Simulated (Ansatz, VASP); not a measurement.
CuW2: VASP beside Ansatz

The input INCAR:

```
  PREC = Accurate
  ENCUT = 600
  EDIFF = 1E-6
  ISMEAR = 0
  SIGMA = 0.1
  LREAL = F
  LASPH = T
  NELM = 100
  ALGO = Fast
  ISIF = 3
  LWAVE = F
  LCHARG = F
  GGA = PE
  IBRION = 2
  NSW = 90
  EDIFFG = -0.04
```

KPOINTS

```
Automatic mesh
0
Gamma
  6 6 4
```

POSCAR

```
CuW2
1.0
    4.6967895692      0.0000000000      0.0000000000
   -2.3483947846      4.0675390831      0.0000000000
    0.0000000000      0.0000000000      6.5475241838
Cu W
3 6
Direct
    0.5000000000      0.0000000000      0.0000000000
    0.5000000000      0.5000000000      0.6666666667
    0.0000000000      0.5000000000      0.3333333333
    0.1626000000      0.3252000000      0.0000000000
    0.8374000000      0.1626000000      0.6666666667
    0.6748000000      0.8374000000      0.3333333333
    0.8374000000      0.6748000000      0.0000000000
    0.1626000000      0.8374000000      0.6666666667
    0.3252000000      0.1626000000      0.3333333333
```

Input for Ansatz:

```yaml
crystal:
  lattice:
    - [4.6967895692, 0.0, 0.0]
    - [-2.3483947846, 4.0675390831, 0.0]
    - [0.0, 0.0, 6.5475241838]
  atoms:
    - { symbol: Cu, position: [0.5, 0.0, 0.0] }
    - { symbol: Cu, position: [0.5, 0.5, 0.6666666667] }
    - { symbol: Cu, position: [0.0, 0.5, 0.3333333333] }
    - { symbol: W, position: [0.1626, 0.3252, 0.0] }
    - { symbol: W, position: [0.8374, 0.1626, 0.6666666667] }
    - { symbol: W, position: [0.6748, 0.8374, 0.3333333333] }
    - { symbol: W, position: [0.8374, 0.6748, 0.0] }
    - { symbol: W, position: [0.1626, 0.8374, 0.6666666667] }
    - { symbol: W, position: [0.3252, 0.1626, 0.3333333333] }
basis:
  ecutwfc: 420
kpoints:
  mp_grid: { grid: [6, 6, 4] }
hamiltonian:
  xc: pbe
scf:
  occupations: { method: gaussian, width: 0.1 }
  lower_state_search: "off"
output:
  forces: true
  stress: true
  eigenvalues: true
relax:
  adjacent_minimum: "off"
  f_tol: 0.04
  max_steps: 70
  cell: { stress_tol: 0.4 }
```

Alike in both runs: task relaxation of cell and atoms; functional PBE; k mesh 6 × 6 × 4; occupations gaussian, width 0.1 eV; no spin polarisation.

|  | VASP | Ansatz |
| --- | --- | --- |
| version | VASP 6.6.1 | Ansatz 0.2.0 |
| potentials or method | VASP PAW PBE potentials, release 64 (Cu, W_sv), cutoff 600 eV | scalar-relativistic, plane waves, PAW |
| valence electrons in the cell | 117 | 141 |

|  | VASP | Ansatz | Ansatz less VASP |
| --- | --- | --- | --- |
| gap on the k mesh at the Fermi level, each at its own relaxed structure (eV) | none | none | - |
| relaxed volume (Å³/atom) | 15.03 | 14.98 | -0.054 |
| relaxed length of the cell vector where the two differ most in proportion (Å) | 6.945 | 6.935 | -0.0097 |

A gap of «none» marks a metal or a gap that the smearing closes. VASP's potentials hold 117 valence electrons a cell and Ansatz's 141, so a difference there can come from the potentials and not from the codes.

Neither program's run includes spin-orbit coupling.
